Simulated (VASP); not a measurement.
Set up this calculation in VASP 6.6.1, as the native input.

```yaml
Task: single point
Functional: PBEsol
Potentials_or_basis: VASP PAW PBE potentials, release 64 (Al, Cu)
Cutoff: 520 eV
k_mesh: 13 × 13 × 5
Occupations: gaussian, width 0.15 eV
Spin: no spin polarisation
Dipole_correction: no
Further_INCAR_settings: ALGO = Fast; EDIFF = 1e-06; NBANDS = 42
```

The structure of Al3Cu2 lies in POSCAR:

```
Al3Cu2
1.0
   -2.0492928026     -3.5494792536      0.0000000000
    2.0492928026     -3.5494792536      0.0000000000
    0.0000000000      0.0000000000      9.6642016679
Al Cu
6 4
Direct
    1.0000000000      1.0000000000      0.5561958219
    1.0000000000      1.0000000000      0.0406746226
    0.6666666667      0.6666666667      0.7374046094
    0.6666666667      0.6666666667      0.2218834101
    0.3333333333      0.3333333333      0.8905082337
    0.3333333333      0.3333333333      0.3749870344
    0.6666666667      0.6666666667      0.9904141681
    0.6666666667      0.6666666667      0.4748929688
    0.3333333333      0.3333333333      0.6374986750
    0.3333333333      0.3333333333      0.1219774757
```

This cell differs from its parent crystal: the distance across one plane changed.

The input as run:

INCAR

```
SYSTEM = Al3Cu2
PREC = Accurate
ENCUT = 520
EDIFF = 1E-6
ISMEAR = 0
SIGMA = 0.15
LREAL = .FALSE.
LASPH = .TRUE.
NELM = 80
ALGO = Fast
ISIF = 2
LWAVE = .FALSE.
LCHARG = .FALSE.
GGA = PS
NBANDS = 42
```

KPOINTS

```
Automatic mesh
0
G
  13 13 5
  0 0 0
```

Potentials or basis: VASP PAW PBE potentials, release 64 (Al, Cu).

Command:

```console
$ cat potpaw_PBE.64/Al/POTCAR potpaw_PBE.64/Cu/POTCAR > POTCAR
$ mpirun -np 1 vasp_std > vasp.out
```

Results of the run:

- Pressure: 5.7 GPa
- Largest force: 2.106 eV/Å
- Band gap on the k mesh: zero (bands 31 and 32 overlap by 2.46 eV)

Caveat: the cell differs from its parent crystal (the distance across one plane changed); the stress differs along the axes, from 3 to 11 GPa; the PAW data sets were made with another functional, which shifts forces and pressure a little.

Wall time 7.2 min on 1 thread of Intel(R) Xeon(R) 6975P-C (Granite Rapids), on a shared host, peak memory 0.52 GiB.
